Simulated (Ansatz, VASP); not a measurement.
# Two plane-wave programs on Na

File INCAR:

```
SYSTEM = Na
  PREC = Accurate
  ENCUT = 520
  EDIFF = 1E-6
  ISMEAR = 0
  SIGMA = 0.15
  LREAL = .False.
  LASPH = .True.
  NELM = 100
  ALGO = Normal
  ISIF = 2
  LWAVE = .False.
  LCHARG = .False.
  GGA = PS
  NBANDS = 10
```

The input KPOINTS:

```
regular mesh
0
Gamma
  8 8 8
  0 0 0
```

Contents of POSCAR:

```
Na
1.0
    6.4614754333      0.0000000000      0.0000000000
    0.0000000000      6.4614754333      0.0000000000
    0.0000000000      0.0000000000      6.7424091478
Na
1
Direct
    0.0000000000      0.0000000000      0.0000000000
```

Input for Ansatz:

```yaml
crystal:
  lattice:
    - [6.4614754333, 0.0, 0.0]
    - [0.0, 6.4614754333, 0.0]
    - [0.0, 0.0, 6.7424091478]
  atoms:
    - { symbol: Na, position: [0.0, 0.0, 0.0] }
basis:
  ecutwfc: 420
kpoints:
  mp_grid: { grid: [8, 8, 8] }
hamiltonian:
  xc: pbesol
scf:
  occupations: { method: gaussian, width: 0.15 }
output:
  forces: true
  stress: true
  eigenvalues: true
```

Change from the starting cell: strain -0.080 along x and y, -0.040 along z, atoms carried along.

Alike in both runs: task single point; functional PBEsol; k mesh 8 × 8 × 8; occupations gaussian, width 0.15 eV; no spin polarisation.

|  | VASP | Ansatz |
| --- | --- | --- |
| version | VASP 6.6.1 | Ansatz 0.2.0 |
| potentials or method | VASP PAW PBE potentials, release 64 (Na_pv), cutoff 520 eV | scalar-relativistic, plane waves, PAW |
| valence electrons in the cell | 7 | 9 |

```tsv
	VASP	Ansatz	Ansatz less VASP
gap on the k mesh at the Fermi level (eV)	none	none	-
pressure (GPa)	-0.2	-0.2	0.00
traceless stress, the component that is largest in VASP (GPa)	0.05	0.05	0.000
```

VASP's potentials were made for PBE, not for PBEsol. A gap of «none» marks a metal or a gap that the smearing closes. The functional is the same, so the differences come from potentials, cutoffs and numerics. VASP's potentials hold 7 valence electrons a cell and Ansatz's 9, so a difference there can come from the potentials and not from the codes.
